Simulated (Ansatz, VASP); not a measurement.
**AlN in VASP and in Ansatz**

The input INCAR:

```
  ALGO = Normal
  EDIFF = 1E-6
  ENCUT = 600
  GGA = PS
  GGA_COMPAT = F
  ISIF = 2
  ISMEAR = 0
  LASPH = T
  LCHARG = T
  LELF = T
  LREAL = F
  LVHAR = T
  LWAVE = F
  NBANDS = 26
  NELM = 120
  PREC = Accurate
  SIGMA = 0.05
```

KPOINTS

```
k-points
0
Gamma
  8 8 8
```

Contents of POSCAR:

```
AlN
1.0
   -3.1136926464      0.0000000000      0.0000000000
    0.0000000000      5.3930738627      0.0000000000
    1.5568463232     -2.6965369313     -4.9834165464
Al N
4 4
Direct
    1.0185156866      0.3325792953      0.9984919239
    0.5185156866      0.8325792953      0.9984919239
    0.2299762373      0.9159126286      0.4984919239
    0.7299762373      0.4159126286      0.4984919239
    0.7910356824      0.1415873714      0.6165080761
    0.2910356824      0.6415873714      0.6165080761
    0.0754723937      0.7249207047      0.1165080761
    0.5754723937      0.2249207047      0.1165080761
```

Input for Ansatz:

```yaml
crystal:
  lattice:
    - [-3.1136926464, 0.0, 0.0]
    - [0.0, 5.3930738627, 0.0]
    - [1.5568463232, -2.6965369313, -4.9834165464]
  atoms:
    - { symbol: Al, position: [1.0185156866, 0.3325792953, 0.9984919239] }
    - { symbol: Al, position: [0.5185156866, 0.8325792953, 0.9984919239] }
    - { symbol: Al, position: [0.2299762373, 0.9159126286, 0.4984919239] }
    - { symbol: Al, position: [0.7299762373, 0.4159126286, 0.4984919239] }
    - { symbol: "N", position: [0.7910356824, 0.1415873714, 0.6165080761] }
    - { symbol: "N", position: [0.2910356824, 0.6415873714, 0.6165080761] }
    - { symbol: "N", position: [0.0754723937, 0.7249207047, 0.1165080761] }
    - { symbol: "N", position: [0.5754723937, 0.2249207047, 0.1165080761] }
basis:
  ecutwfc: 420
kpoints:
  mp_grid: { grid: [8, 8, 8] }
hamiltonian:
  xc: pbesol
scf:
  occupations: { method: gaussian, width: 0.05 }
output:
  forces: true
  stress: true
  eigenvalues: true
```

Change from the starting cell: mode 4 (234.8 1/cm) frozen in, largest displacement -0.060 Å.

Alike in both runs: task single point; functional PBEsol; k mesh 8 × 8 × 8; occupations gaussian, width 0.05 eV; no spin polarisation.

|  | VASP | Ansatz |
| --- | --- | --- |
| version | VASP 6.6.1 | Ansatz 0.2.0 |
| potentials or method | VASP PAW PBE potentials, release 64 (Al, N), cutoff 600 eV | scalar-relativistic, plane waves, PAW |
| valence electrons in the cell | 32 | 32 |

Ansatz gave:

* gap on the k mesh at the Fermi level (eV): 4.05
* least direct gap on the mesh (eV): 4.05
* pressure (GPa): -0.1
* traceless stress, the component that is largest in VASP (GPa): -0.22
* rms of the force components (eV/Å): 0.149

**Question.** Estimate VASP's values.

**Answer.** gap on the k mesh at the Fermi level (eV): 4.07; least direct gap on the mesh (eV): 4.07; pressure (GPa): -0.2; traceless stress, the component that is largest in VASP (GPa): -0.23; rms of the force components (eV/Å): 0.149.

VASP's potentials were made for PBE, not for PBEsol. Atom by atom the forces differ by 0.001 eV/Å (rms over components).
